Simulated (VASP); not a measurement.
# Si3N4 (P6_3/m) in VASP: single point with PBE

Aim: the single point of Si3N4 with PBE.

Program: VASP 6.6.1. These are calculated values, not measurements. Logs are shortened: lines on timing, memory, paths and dates and some standing lists are left out, and cuts for length are marked.

## 1. The cell of the first run

The structure is hexagonal, space group P6_3/m (No. 176). The conventional cell has a = 7.617 Å, b = 7.617 Å, c = 2.913 Å, α = 90.00°, β = 90.00°, γ = 120.00°. Within 2.3 Å of Si (site symmetry m) lie 4 N at 1.73 to 1.74 Å. N (site symmetry -6) has 3 Si at 1.73 Å within 2.3 Å. N (site symmetry m) has 3 Si at 1.74 Å within 2.3 Å.

## 2. Single point, PBE

Contents of INCAR:

```
SYSTEM = Si3N4
PREC = Accurate
ENCUT = 520
EDIFF = 1E-6
ISMEAR = -1
SIGMA = 0.01
LREAL = .FALSE.
LASPH = .TRUE.
NELM = 100
ALGO = Normal
ISIF = 2
LWAVE = .FALSE.
LCHARG = .FALSE.
GGA = PE
NBANDS = 45
```

Contents of KPOINTS:

```
regular mesh
0
G
  4 4 9
  0 0 0
```

Contents of POSCAR:

```
Si3N4
1.0
    7.6170000000      0.0000000000      0.0000000000
   -3.8085000000      6.5965155006      0.0000000000
    0.0000000000      0.0000000000      2.9134000000
Si N
6 8
Direct
    0.1740481901      0.7679425833      0.2500000000
    0.4061056068      0.1740481901      0.7500000000
    0.2320574167      0.4061056068      0.2500000000
    0.8259518099      0.2320574167      0.7500000000
    0.5938943932      0.8259518099      0.2500000000
    0.7679425833      0.5938943932      0.7500000000
    0.3333333333      0.6666666667      0.2500000000
    0.6666666667      0.3333333333      0.7500000000
    0.3297880494      0.0299998878      0.2500000000
    0.2997881616      0.3297880494      0.7500000000
    0.9700001122      0.2997881616      0.2500000000
    0.6702119506      0.9700001122      0.7500000000
    0.7002118384      0.6702119506      0.2500000000
    0.0299998878      0.7002118384      0.7500000000
```

Potentials or basis: VASP PAW PBE potentials, release 64 (Si, N).

The run is started by

```
cat potpaw_PBE.64/Si/POTCAR potpaw_PBE.64/N/POTCAR > POTCAR
mpirun -np 1 vasp_std > vasp.out
```

OUTCAR:

```text
SYSTEM = Si3N4
   PREC = Accurate
   ENCUT = 520
   EDIFF = 1E-6
   ISMEAR = -1
   LREAL = .FALSE.
   LASPH = .TRUE.
   NELM = 100
   ISIF = 2
   GGA = PE

 ion  position               nearest neighbor table
   1  0.174  0.768  0.250-   7 1.73   9 1.74  14 1.74  14 1.74   3 3.00   5 3.00   2 3.06   2 3.06
                             6 3.06   6 3.06
   2  0.406  0.174  0.750-   8 1.73  10 1.74   9 1.74   9 1.74   6 3.00   4 3.00   1 3.06   1 3.06
                             3 3.06   3 3.06
   3  0.232  0.406  0.250-   7 1.73  11 1.74  10 1.74  10 1.74   5 3.00   1 3.00   2 3.06   2 3.06
                             4 3.06   4 3.06
   4  0.826  0.232  0.750-   8 1.73  12 1.74  11 1.74  11 1.74   6 3.00   2 3.00   5 3.06   5 3.06
                             3 3.06   3 3.06
   5  0.594  0.826  0.250-   7 1.73  13 1.74  12 1.74  12 1.74   3 3.00   1 3.00   4 3.06   4 3.06
                             6 3.06   6 3.06
   6  0.768  0.594  0.750-   8 1.73  14 1.74  13 1.74  13 1.74   2 3.00   4 3.00   5 3.06   5 3.06
                             1 3.06   1 3.06
   7  0.333  0.667  0.250-   1 1.73   5 1.73   3 1.73
   8  0.667  0.333  0.750-   4 1.73   2 1.73   6 1.73
   9  0.330  0.030  0.250-   1 1.74   2 1.74   2 1.74
  10  0.300  0.330  0.750-   2 1.74   3 1.74   3 1.74
  11  0.970  0.300  0.250-   3 1.74   4 1.74   4 1.74
  12  0.670  0.970  0.750-   4 1.74   5 1.74   5 1.74
  13  0.700  0.670  0.250-   5 1.74   6 1.74   6 1.74
  14  0.030  0.700  0.750-   6 1.74   1 1.74   1 1.74

  LATTYP: Found a hexagonal cell.
 ALAT       =     7.6170000000
 C/A-ratio  =     0.3824865433

  Lattice vectors:

 A1 = (   7.6170000000,   0.0000000000,   0.0000000000)
 A2 = (  -3.8085000000,   6.5965155006,   0.0000000000)
 A3 = (   0.0000000000,   0.0000000000,   2.9134000000)

Analysis of symmetry for initial positions (statically):
=====================================================================
 Subroutine PRICEL returns:
 Original cell was already a primitive cell.

 Routine SETGRP: Setting up the symmetry group for a
 hexagonal supercell.

 Subroutine GETGRP returns: Found 12 space group operations
 (whereof  6 operations were pure point group operations)
 out of a pool of 24 trial point group operations.

The static configuration has the point symmetry S_6 .
 The point group associated with its full space group is C_6h.

Analysis of symmetry for dynamics (positions and initial velocities):
=====================================================================
 Subroutine PRICEL returns:
 Original cell was already a primitive cell.

 Routine SETGRP: Setting up the symmetry group for a
 hexagonal supercell.

 Subroutine GETGRP returns: Found 12 space group operations
 (whereof  6 operations were pure point group operations)
 out of a pool of 24 trial point group operations.

The dynamic configuration has the point symmetry S_6 .
 The point group associated with its full space group is C_6h.

 Subroutine INISYM returns: Found 12 space group operations
 (whereof  6 operations are pure point group operations),
 and found     1 'primitive' translations

----------------------------------------------------------------------------------------

                                     Primitive cell

  volume of cell :     146.3857

  direct lattice vectors                    reciprocal lattice vectors
     7.617000000  0.000000000  0.000000000     0.131285283  0.075797593  0.000000000
    -3.808500000  6.596515501  0.000000000     0.000000000  0.151595187  0.000000000
     0.000000000  0.000000000  2.913400000     0.000000000  0.000000000  0.343241573

  length of vectors
     7.617000000  7.617000000  2.913400000     0.151595187  0.151595187  0.343241573

  position of ions in fractional coordinates (direct lattice)
     0.174048190  0.767942583  0.250000000
     0.406105607  0.174048190  0.750000000
     0.232057417  0.406105607  0.250000000
     0.825951810  0.232057417  0.750000000
     0.593894393  0.825951810  0.250000000
     0.767942583  0.593894393  0.750000000
     0.333333333  0.666666667  0.250000000
     0.666666667  0.333333333  0.750000000
     0.329788049  0.029999888  0.250000000
     0.299788162  0.329788049  0.750000000
     0.970000112  0.299788162  0.250000000
[... 32 lines left out ...]
     0.032821321  0.018949398  0.000000000     0.250000000  0.000000000  0.000000000
     0.000000000  0.037898797  0.000000000     0.000000000  0.250000000  0.000000000
     0.000000000  0.000000000  0.038137953     0.000000000  0.000000000  0.111111111

  Length of vectors
     0.037898797  0.037898797  0.038137953

  Shift w.r.t. Gamma in fractional coordinates (k-lattice)
     0.000000000  0.000000000  0.000000000

 Subroutine IBZKPT returns following result:
 ===========================================

 Found     20 irreducible k-points:

 Following reciprocal coordinates:
            Coordinates               Weight
  0.000000  0.000000  0.000000      1.000000
  0.250000  0.000000  0.000000      6.000000
  0.500000  0.000000  0.000000      3.000000
  0.250000  0.250000  0.000000      6.000000
  0.000000  0.000000  0.111111      2.000000
  0.250000  0.000000  0.111111     12.000000
[... 12 lines left out ...]
  0.500000  0.000000  0.444444      6.000000
  0.250000  0.250000  0.444444     12.000000
   k-points           NKPTS =     20   k-points in BZ     NKDIM =     20   number of bands    NBANDS=     45
   number of dos      NEDOS =    301   number of ions     NIONS =     14
   total plane-waves  NPLWV =  86400
   dimension x,y,z NGX =    60 NGY =   60 NGZ =   24
   dimension x,y,z NGXF=   120 NGYF=  120 NGZF=   48
   ions per type =               6   8
   NGX,Y,Z   is equivalent  to a cutoff of  13.10, 13.10, 13.70 a.u.
   NGXF,Y,Z  is equivalent  to a cutoff of  26.19, 26.19, 27.39 a.u.
 SYSTEM =  Si3N4
   PREC   = accura    normal or accurate (medium, high low for compatibility)
   ISTART =      0    job   : 0-new  1-cont  2-samecut
   ICHARG =      2    charge: 1-file 2-atom 10-const
   ISPIN  =      1    spin polarized calculation?
   LNONCOLLINEAR =      F non collinear calculations
   LSORBIT =      F    spin-orbit coupling
   LASPH  =      T    aspherical Exc in radial PAW
   ENCUT  =  520.0 eV  38.22 Ry    6.18 a.u.  14.16 14.16  5.42*2*pi/ulx,y,z
   NELM   =    100;   NELMIN=  2; NELMDL= -5     # of ELM steps
   EDIFF  = 0.1E-05   stopping-criterion for ELM
   LREAL  =      F    real-space projection
   EDIFFG = 0.1E-04   stopping-criterion for IOM
   NSW    =      0    number of steps for IOM
   IBRION =     -1    ionic relax: 0-MD 1-quasi-New 2-CG
   NFREE  =      0    steps in history (QN), initial steepest desc. (CG)
   ISIF   =      2    stress and relaxation
   ISYM   =      2    0-nonsym 1-usesym 2-fastsym
   POTIM  = 0.5000    time-step for ionic-motion
   TEBEG  =    0.0;   TEEND  =   0.0 temperature during run
   PSTRESS=    0.0 pullay stress
   NELECT =      64.0000    total number of electrons
   NUPDOWN=      -1.0000    fix difference up-down
   EMIN   =  10.00;   EMAX   =-10.00  energy-range for DOS
   EFERMI =   0.00;   METHOD = LEGACY
   ISMEAR =    -1;   SIGMA  =   0.01  broadening in eV -4-tet -1-fermi 0-gaus
   EFERMI_NEDOS =   21; number of points for ismear=-14 and -15
   IALGO  =     38    algorithm
   IMIX   =      4    mixing-type and parameters
     AMIX     =   0.40;   BMIX     =  1.00
     AMIX_MAG =   1.60;   BMIX_MAG =  1.00
  volume/ion in A,a.u.               =      10.46        70.56
  Fermi-wavevector in a.u.,A,eV,Ry     =   1.242516  2.348014 21.005295  1.543846
  Thomas-Fermi vector in A             =   2.376867
   LORBIT       =      0    0 simple, 1 ext, 2 COOP (PROOUT), +10 PAW based schemes
   GGA     = PE    functional components
   LHFCALC =     F    Hartree Fock is set to
   AEXX    =    0.0000 exact exchange contribution
   IVDW    =     0    specifies the selected vdW correction
   LEPSILON=     F    determine dielectric tensor
   LRPA    =     F    only Hartree local field effects (RPA)
 non-spin polarized calculation
  energy-cutoff  :      520.00
  volume of cell :      146.39
 maximum number of plane-waves:      3971
 NGX is ok and might be reduce to    60
   NGX = 29   NGY = 29   NGZ = 11

 number of electron      63.9999993 magnetization

 Free energy of the ion-electron system (eV)
  ---------------------------------------------------
  ext. energy  EPLUGINS =         0.00000000
  ---------------------------------------------------
  free energy    TOTEN  =      -114.51630615 eV

  energy without entropy =     -114.51630615  energy(sigma->0) =     -114.51630615

 E-fermi :   6.9495     XC(G=0): -10.7834

 val. band max:        6.6886478383   @ k =   0.0000   0.0000   0.2222
 cond. band min:      11.0005644994   @ k =   0.0000   0.0000   0.0000
 fundamental gap:      4.3119166611
 Fermi energy:         6.9494672555

 k-point     1 :       0.0000    0.0000    0.0000
  band No.  band energies     occupation
      1     -11.4727      2.00000
      2     -10.0193      2.00000
      3     -10.0193      2.00000
      4      -9.3803      2.00000
      5      -9.2489      2.00000
      6      -9.2489      2.00000
[... 929 lines left out ...]
     43      14.3329      0.00000
     44      14.4594      0.00000
 [bands above 44 left out]

------------------------ aborting loop because EDIFF is reached ----------------------------------------

  FORCE on cell =-STRESS in cart. coord.  units (eV):
  Direction    XX          YY          ZZ          XY          YZ          ZX
  --------------------------------------------------------------------------------------
  -------------------------------------------------------------------------------------
  Total        3.5381339      3.5381339      3.1202145      0.0000001      0.0000000      0.0000000
  in kB       38.7245334     38.7245334     34.1504459      0.0000006      0.0000000      0.0000000
  external PRESSURE =      37.1998376 kB  Pullay stress =       0.0000000 kB

 VOLUME and BASIS-vectors are now :
 -----------------------------------------------------------------------------
  energy-cutoff  :      520.00
  volume of cell :      146.39
      direct lattice vectors                 reciprocal lattice vectors
     7.617000000  0.000000000  0.000000000     0.131285283  0.075797593  0.000000000
    -3.808500000  6.596515501  0.000000000     0.000000000  0.151595187  0.000000000
     0.000000000  0.000000000  2.913400000     0.000000000  0.000000000  0.343241573

 POSITION                                       TOTAL-FORCE (eV/Angst)
 -----------------------------------------------------------------------------------
     -1.59898      5.06575      0.72835         0.001966      0.003410      0.000000
      2.43044      1.14811      2.18505        -0.001970      0.003408     -0.000000
      0.22093      2.67888      0.72835        -0.003936     -0.000002      0.000000
      5.40748      1.53077      2.18505        -0.001966     -0.003410     -0.000000
      1.37806      5.44840      0.72835         0.001970     -0.003408      0.000000
      3.58757      3.91763      2.18505         0.003936      0.000002      0.000000
     -0.00000      4.39768      0.72835        -0.000000      0.000000     -0.000000
      3.80850      2.19884      2.18505        -0.000000      0.000000      0.000000
      2.39774      0.19789      0.72835        -0.002379     -0.003128     -0.000000
      1.02749      2.17545      2.18505         0.001519     -0.003625      0.000000
      6.24675      1.97756      0.72835         0.003899     -0.000497     -0.000000
      1.41076      6.39862      2.18505         0.002379      0.003128     -0.000000
      2.78101      4.42106      0.72835        -0.001519      0.003625     -0.000000
     -2.43825      4.61896      2.18505        -0.003899      0.000497     -0.000000
 -----------------------------------------------------------------------------------
    total drift:                               -0.000000      0.000000     -0.000000

  FREE ENERGIE OF THE ION-ELECTRON SYSTEM (eV)
  ---------------------------------------------------
  free  energy   TOTEN  =      -114.5163061468 eV

  energy  without entropy=     -114.5163061468  energy(sigma->0) =     -114.51630615
```

It took 5.1 min on 1 thread of AMD EPYC 7R13, shared host; peak memory 0.28 GiB.

What came out:

| Item | Value |
| --- | --- |
| Free energy | -114.5163 eV |
| Pressure | 3.7 GPa |
| Largest force | 0.004 eV/Å |
| Band gap on the k mesh | 4.31 eV, indirect (least direct gap 4.49 eV) |

Forces in eV/Å, atoms in the order of the input:
```
Si   0.002  0.003  0.000
Si  -0.002  0.003  0.000
Si  -0.004  0.000  0.000
Si  -0.002 -0.003  0.000
Si   0.002 -0.003  0.000
Si   0.004  0.000  0.000
N    0.000  0.000  0.000
N    0.000  0.000  0.000
N   -0.002 -0.003  0.000
N    0.002 -0.004  0.000
N    0.004  0.000  0.000
N    0.002  0.003  0.000
N   -0.002  0.004  0.000
N   -0.004  0.000  0.000
```

Levels at points of the mesh, in eV from the valence-band top:
```tsv
k point	band 29	band 30	band 31	band 32	band 33	band 34	band 35	band 36
(0.00, 0.00, 0.00)	-1.26	-0.44	-0.36	-0.18	4.31	4.74	4.88	4.88
(0.50, 0.00, 0.00)	-1.33	-0.75	-0.31	-0.24	4.62	4.70	4.86	5.27
```
